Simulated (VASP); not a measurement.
## K: single point with LDA

Crystal: K.

```
CELL_PARAMETERS angstrom
-2.69756 2.69756 2.69756
2.69756 -2.69756 2.69756
2.69756 2.69756 -2.69756
ATOMIC_POSITIONS crystal
K 0.00000 0.00000 0.00000
```

| Property | Result |
| --- | --- |
| Program | VASP 6.6.1 |
| Task | single point |
| Functional | LDA |
| Potentials or basis | VASP PAW LDA potentials, release 64 (K_sv) |
| Cutoff | 520 eV |
| k mesh | 11 × 11 × 11 |
| Occupations | gaussian, width 0.1 eV |
| Spin | no spin polarisation |
| Dipole correction | no |
| Further INCAR settings | ALGO = Fast; EDIFF = 1e-06; NBANDS = 10 |

The pressure is -0.6 GPa.

Levels at points of the mesh, in eV from the Fermi level:
| k point | band 1 | band 2 | band 3 | band 4 | band 5 | band 6 | band 7 | band 8 | band 9 |
| --- | --- | --- | --- | --- | --- | --- | --- | --- | --- |
| (0.00, 0.00, 0.00) | -31.90 | -15.58 | -15.58 | -15.58 | -2.10 | 4.06 | 4.06 | 4.06 | 4.96 |

Run time: 25 s on 1 thread of Intel Xeon 6975P-C (shared host), peak memory 0.19 GiB.
